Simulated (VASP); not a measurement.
# C19O in VASP: a series of runs

The runs below take C19O through single point, with PBE.

Program: VASP 6.6.1. These are calculated values, not measurements. Logs are shortened: lines on timing, memory, paths and dates and some standing lists are left out, and cuts for length are marked.

## (1) The cell of the first run

The cell holds a slab with vacuum, 20 atoms: a = 7.398 Å, b = 7.398 Å, c = 13.000 Å, α = 90.00°, β = 90.00°, γ = 120.00°.

## (2) Single point, PBE

INCAR reads:

```
SYSTEM = C19O
  ALGO = Normal
  EDIFF = 1E-6
  ENCUT = 520
  GGA = PE
  ISIF = 2
  ISMEAR = 0
  LASPH = .True.
  LCHARG = .False.
  LREAL = Auto
  LWAVE = .False.
  NBANDS = 57
  NELM = 80
  PREC = Accurate
  SIGMA = 0.02
```

KPOINTS reads:

```
k-points
0
Gamma
  2 2 1
  0 0 0
```

POSCAR reads:

```
C19O
1.0
    7.3980000000      0.0000000000      0.0000000000
   -3.6990000000      6.4068560000      0.0000000000
    0.0000000000      0.0000000000     13.0000000000
C O
19 1
Direct
   -0.0170829228     -0.0051858509      0.0673609231
    0.2044404732      0.1067052233      0.0667603077
   -0.0172508011      0.3272472489      0.0707832308
    0.2027550747      0.4343325338      0.0754413846
   -0.0214442025      0.6603365208      0.0668740769
    0.2014658549      0.7762401715      0.0777004615
    0.3173168950     -0.0010101679      0.0710351538
    0.5399058162      0.1062806781      0.0719814615
    0.3156505181      0.3296635667      0.0697243846
    0.5387844078      0.4385085290      0.0708585385
    0.3104678800      0.6583864223      0.0997647692
    0.5462149694      0.7741979842      0.1086022308
    0.6509931097     -0.0011289469      0.0773204615
    0.8709129831      0.1058105567      0.0697047692
    0.6501992783      0.3297467588      0.0688630000
    0.8705848681      0.4388309960      0.0699543077
    0.6514287778      0.6592263038      0.0773765385
    0.8721396346      0.7723782148      0.0668890769
    0.2274013807      0.7058427722      0.1945488462
    0.5990702020      0.7496516232      0.2090972308
```

Potentials or basis: VASP PAW PBE potentials, release 64 (C, O).

Started as:

```
$ cat potpaw_PBE.64/C/POTCAR potpaw_PBE.64/O/POTCAR > POTCAR
$ mpirun -np 1 vasp_std > vasp.out
```

OUTCAR:

```text
SYSTEM = C19O
   EDIFF = 1E-6
   ENCUT = 520
   GGA = PE
   ISIF = 2
   ISMEAR = 0
   LASPH = .True.
   LREAL = Auto
   NELM = 80
   PREC = Accurate

 ion  position               nearest neighbor table
   1  0.983  0.995  0.067-   2 1.42  18 1.43  14 1.43
   2  0.204  0.107  0.067-   7 1.41   1 1.42   9 1.43
   3  0.983  0.327  0.071-   4 1.41  14 1.42  16 1.43
   4  0.203  0.434  0.075-   9 1.40   3 1.41  11 1.47
   5  0.979  0.660  0.067-  18 1.40  16 1.42   6 1.44
   6  0.201  0.776  0.078-   7 1.43   5 1.44  11 1.48  19 1.65
   7  0.317  0.999  0.071-   2 1.41   8 1.43   6 1.43
   8  0.540  0.106  0.072-  13 1.40   7 1.43  15 1.43
   9  0.316  0.330  0.070-   4 1.40   2 1.43  10 1.43
  10  0.539  0.439  0.071-  15 1.41  17 1.42   9 1.43
  11  0.310  0.658  0.100-   4 1.47   6 1.48  19 1.49  12 1.51
  12  0.546  0.774  0.109-  20 1.40  17 1.47  13 1.50  11 1.51
  13  0.651  0.999  0.077-   8 1.40  14 1.41  12 1.50
  14  0.871  0.106  0.070-  13 1.41   3 1.42   1 1.43
  15  0.650  0.330  0.069-  10 1.41  16 1.41   8 1.43
  16  0.871  0.439  0.070-  15 1.41   5 1.42   3 1.43
  17  0.651  0.659  0.077-  10 1.42  18 1.42  12 1.47  20 1.95
  18  0.872  0.772  0.067-   5 1.40  17 1.42   1 1.43
  19  0.227  0.706  0.195-  11 1.49   6 1.65
  20  0.599  0.750  0.209-  12 1.40  17 1.95

  LATTYP: Found a hexagonal cell.
 ALAT       =     7.3980000000
 C/A-ratio  =     1.7572316842

  Lattice vectors:

 A1 = (   7.3980000000,   0.0000000000,   0.0000000000)
 A2 = (  -3.6990000000,   6.4068560000,   0.0000000000)
 A3 = (   0.0000000000,   0.0000000000,  13.0000000000)

Analysis of symmetry for initial positions (statically):
=====================================================================
 Subroutine PRICEL returns:
 Original cell was already a primitive cell.

 Routine SETGRP: Setting up the symmetry group for a
 hexagonal supercell.

 Subroutine GETGRP returns: Found  1 space group operations
 (whereof  1 operations were pure point group operations)
 out of a pool of 24 trial point group operations.

The static configuration has the point symmetry C_1 .

Analysis of symmetry for dynamics (positions and initial velocities):
=====================================================================
 Subroutine PRICEL returns:
 Original cell was already a primitive cell.

 Routine SETGRP: Setting up the symmetry group for a
 hexagonal supercell.

 Subroutine GETGRP returns: Found  1 space group operations
 (whereof  1 operations were pure point group operations)
 out of a pool of 24 trial point group operations.

The dynamic configuration has the point symmetry C_1 .

 Subroutine INISYM returns: Found  1 space group operations
 (whereof  1 operations are pure point group operations),
 and found     1 'primitive' translations

----------------------------------------------------------------------------------------

                                     Primitive cell

  volume of cell :     616.1730

  direct lattice vectors                    reciprocal lattice vectors
     7.398000000  0.000000000  0.000000000     0.135171668  0.078041398  0.000000000
    -3.699000000  6.406856000  0.000000000     0.000000000  0.156082796  0.000000000
     0.000000000  0.000000000 13.000000000     0.000000000  0.000000000  0.076923077

  length of vectors
     7.398000000  7.398000054 13.000000000     0.156082797  0.156082796  0.076923077

  position of ions in fractional coordinates (direct lattice)
     0.982917077  0.994814149  0.067360923
     0.204440473  0.106705223  0.066760308
     0.982749199  0.327247249  0.070783231
     0.202755075  0.434332534  0.075441385
     0.978555798  0.660336521  0.066874077
     0.201465855  0.776240171  0.077700462
[... 12 lines left out ...]
     0.227401381  0.705842772  0.194548846
     0.599070202  0.749651623  0.209097231

  ion indices of the primitive-cell ions
   primitive index   ion index
                 1           1
                 2           2
                 3           3
                 4           4
                 5           5
                 6           6
[... 12 lines left out ...]
                19          19
                20          20

----------------------------------------------------------------------------------------

 KPOINTS: k-points

Automatic generation of k-mesh.
 Grid dimensions read from file:
 generate k-points for:    2    2    1

 Generating k-lattice:

  Cartesian coordinates                     Fractional coordinates (reciprocal lattice)
     0.067585834  0.039020699  0.000000000     0.500000000 -0.000000000  0.000000000
     0.000000000  0.078041398  0.000000000     0.000000000  0.500000000  0.000000000
     0.000000000  0.000000000  0.076923077     0.000000000  0.000000000  1.000000000

  Length of vectors
     0.078041399  0.078041398  0.076923077

  Shift w.r.t. Gamma in fractional coordinates (k-lattice)
     0.000000000  0.000000000  0.000000000

 Subroutine IBZKPT returns following result:
 ===========================================

 Found      4 irreducible k-points:

 Following reciprocal coordinates:
            Coordinates               Weight
  0.000000  0.000000  0.000000      1.000000
  0.500000  0.000000  0.000000      1.000000
  0.000000  0.500000  0.000000      1.000000
  0.500000  0.500000  0.000000      1.000000
   k-points           NKPTS =      4   k-points in BZ     NKDIM =      4   number of bands    NBANDS=     57
   number of dos      NEDOS =    301   number of ions     NIONS =     20
   total plane-waves  NPLWV = 307328
   dimension x,y,z NGX =    56 NGY =   56 NGZ =   98
   dimension x,y,z NGXF=   112 NGYF=  112 NGZF=  196
   ions per type =              19   1
   NGX,Y,Z   is equivalent  to a cutoff of  12.58, 12.58, 12.53 a.u.
   NGXF,Y,Z  is equivalent  to a cutoff of  25.17, 25.17, 25.06 a.u.
 SYSTEM =  C19O
   PREC   = accura    normal or accurate (medium, high low for compatibility)
   ISTART =      0    job   : 0-new  1-cont  2-samecut
   ICHARG =      2    charge: 1-file 2-atom 10-const
   ISPIN  =      1    spin polarized calculation?
   LNONCOLLINEAR =      F non collinear calculations
   LSORBIT =      F    spin-orbit coupling
   LASPH  =      T    aspherical Exc in radial PAW
   ENCUT  =  520.0 eV  38.22 Ry    6.18 a.u.  13.76 13.76 24.17*2*pi/ulx,y,z
   NELM   =     80;   NELMIN=  2; NELMDL= -5     # of ELM steps
   EDIFF  = 0.1E-05   stopping-criterion for ELM
   LREAL  =      T    real-space projection
   EDIFFG = 0.1E-04   stopping-criterion for IOM
   NSW    =      0    number of steps for IOM
   IBRION =     -1    ionic relax: 0-MD 1-quasi-New 2-CG
   NFREE  =      0    steps in history (QN), initial steepest desc. (CG)
   ISIF   =      2    stress and relaxation
   ISYM   =      2    0-nonsym 1-usesym 2-fastsym
   POTIM  = 0.5000    time-step for ionic-motion
   TEBEG  =    0.0;   TEEND  =   0.0 temperature during run
   PSTRESS=    0.0 pullay stress
   NELECT =      82.0000    total number of electrons
   NUPDOWN=      -1.0000    fix difference up-down
   EMIN   =  10.00;   EMAX   =-10.00  energy-range for DOS
   EFERMI =   0.00;   METHOD = LEGACY
   ISMEAR =     0;   SIGMA  =   0.02  broadening in eV -4-tet -1-fermi 0-gaus
   EFERMI_NEDOS =   21; number of points for ismear=-14 and -15
   IALGO  =     38    algorithm
   IMIX   =      4    mixing-type and parameters
     AMIX     =   0.40;   BMIX     =  1.00
     AMIX_MAG =   1.60;   BMIX_MAG =  1.00
  volume/ion in A,a.u.               =      30.81       207.91
  Fermi-wavevector in a.u.,A,eV,Ry     =   0.835818  1.579468  9.504925  0.698592
  Thomas-Fermi vector in A             =   1.949440
   LORBIT       =      0    0 simple, 1 ext, 2 COOP (PROOUT), +10 PAW based schemes
   GGA     = PE    functional components
   LHFCALC =     F    Hartree Fock is set to
   AEXX    =    0.0000 exact exchange contribution
   IVDW    =     0    specifies the selected vdW correction
   LEPSILON=     F    determine dielectric tensor
   LRPA    =     F    only Hartree local field effects (RPA)
 non-spin polarized calculation
 Gauss-broadening in eV      SIGMA  =   0.02
  energy-cutoff  :      520.00
  volume of cell :      616.17
 maximum number of plane-waves:     16651
 NGX is ok and might be reduce to    56
   NGX = 27   NGY = 27   NGZ = 49

 number of electron      81.9999995 magnetization

 Free energy of the ion-electron system (eV)
  ---------------------------------------------------
  ext. energy  EPLUGINS =         0.00000000
  ---------------------------------------------------
  free energy    TOTEN  =      -172.71792124 eV

  energy without entropy =     -172.71792124  energy(sigma->0) =     -172.71792124

 E-fermi :  -2.7536     XC(G=0):  -3.6899

 val. band max:       -2.8552150857   @ k =   0.0000   0.0000   0.0000
 cond. band min:      -2.5179524658   @ k =   0.0000   0.0000   0.0000
 fundamental gap:      0.3372626199
 Fermi energy:        -2.7536406782

 k-point     1 :       0.0000    0.0000    0.0000
  band No.  band energies     occupation
      1     -23.2974      2.00000
      2     -21.8697      2.00000
      3     -20.6667      2.00000
      4     -19.5465      2.00000
      5     -19.5129      2.00000
      6     -19.4109      2.00000
[... 45 lines left out ...]
     52       3.3048      0.00000
     53       3.6104      0.00000

 k-point     2 :       0.5000    0.0000    0.0000
  band No.  band energies     occupation
      1     -23.2083      2.00000
      2     -21.9868      2.00000
      3     -20.8297      2.00000
      4     -20.4001      2.00000
      5     -19.7706      2.00000
      6     -18.2891      2.00000
[... 45 lines left out ...]
     52       3.6427      0.00000
     53       3.7857      0.00000

 k-point     3 :       0.0000    0.5000    0.0000
  band No.  band energies     occupation
      1     -23.2362      2.00000
      2     -21.6859      2.00000
      3     -21.3385      2.00000
      4     -20.3677      2.00000
      5     -19.3923      2.00000
      6     -18.4950      2.00000
[... 45 lines left out ...]
     52       3.5076      0.00000
     53       3.9640      0.00000

 k-point     4 :       0.5000    0.5000    0.0000
  band No.  band energies     occupation
      1     -23.2104      2.00000
      2     -21.9596      2.00000
      3     -20.9157      2.00000
      4     -20.4302      2.00000
      5     -19.6039      2.00000
      6     -18.3852      2.00000
[... 45 lines left out ...]
     52       3.6004      0.00000
     53       4.1027      0.00000
 [bands above 53 left out]

------------------------ aborting loop because EDIFF is reached ----------------------------------------

  FORCE on cell =-STRESS in cart. coord.  units (eV):
  Direction    XX          YY          ZZ          XY          YZ          ZX
  --------------------------------------------------------------------------------------
  -------------------------------------------------------------------------------------
  Total        5.4253477      7.2084665      0.2435989      0.7312334     -0.0032735      0.0352818
  in kB       14.1070275     18.7435058      0.6334075      1.9013582     -0.0085117      0.0917399
  external PRESSURE =      11.1613136 kB  Pullay stress =       0.0000000 kB

 VOLUME and BASIS-vectors are now :
 -----------------------------------------------------------------------------
  energy-cutoff  :      520.00
  volume of cell :      616.17
      direct lattice vectors                 reciprocal lattice vectors
     7.398000000  0.000000000  0.000000000     0.135171668  0.078041398  0.000000000
    -3.699000000  6.406856000  0.000000000     0.000000000  0.156082796  0.000000000
     0.000000000  0.000000000 13.000000000     0.000000000  0.000000000  0.076923077

 POSITION                                       TOTAL-FORCE (eV/Angst)
 -----------------------------------------------------------------------------------
      3.59180      6.37363      0.87569        -0.002468      0.001963     -0.004901
      1.11775      0.68365      0.86788        -0.005773      0.000551     -0.003261
      6.05989      2.09663      0.92018        -0.006359      0.003539      0.001146
     -0.10661      2.78271      0.98074         0.003830      0.007281     -0.011759
      4.79677      4.23068      0.86936         0.016055     -0.004424      0.004168
     -1.38087      4.97326      1.01011        -0.009907      0.031839     -0.015730
[... 12 lines left out ...]
     -0.92860      4.52223      2.52914        -0.037240      0.003168      0.094735
      1.65896      4.80291      2.71826         0.058378     -0.005647      0.216488
 -----------------------------------------------------------------------------------
    total drift:                                0.001227      0.011016     -0.010866

  FREE ENERGIE OF THE ION-ELECTRON SYSTEM (eV)
  ---------------------------------------------------
  free  energy   TOTEN  =      -172.7179212416 eV

  energy  without entropy=     -172.7179212416  energy(sigma->0) =     -172.71792124
```

Run time: 6.9 min. Hardware: 1 thread of Oxide Virtual Turin-like, shared host; peak memory 0.58 GiB.

What came out:

```
Free energy            : -172.7179 eV
Largest force          : 0.224 eV/Å
Band gap on the k mesh : 0.34 eV
```

Forces on the atoms (eV/Å):
```
C   -0.002  0.002 -0.005
C   -0.006  0.001 -0.003
C   -0.006  0.004  0.001
C    0.004  0.007 -0.012
C    0.016 -0.004  0.004
C   -0.010  0.032 -0.016
C   -0.007 -0.013 -0.012
C    0.001  0.007  0.000
C    0.008  0.005 -0.003
C    0.003  0.001 -0.002
C    0.048 -0.041 -0.063
C   -0.070  0.024 -0.160
C   -0.009 -0.013 -0.011
C    0.007 -0.003 -0.008
C    0.003 -0.001  0.000
C    0.012  0.005  0.004
C   -0.007 -0.012 -0.026
C   -0.005  0.003  0.000
C   -0.037  0.003  0.095
O    0.058 -0.006  0.216
```

Levels at points of the mesh, in eV from the valence-band top:
```csv
k point,band 39,band 40,band 41,band 42,band 43,band 44
"(0.00, 0.00, 0.00)",-0.79,-0.54,0.00,0.34,1.27,1.62
"(0.50, 0.00, 0.00)",-1.28,-0.81,-0.06,0.41,0.84,2.61
"(0.00, 0.50, 0.00)",-1.29,-0.88,-0.46,0.55,1.36,2.54
"(0.50, 0.50, 0.00)",-1.14,-0.70,-0.13,0.59,0.93,2.38
```

Caveat: the k points lie up to 0.49 Å⁻¹ apart; there is no dipole correction, which matters where the two faces differ.

(Continued in part 2 of 2.)
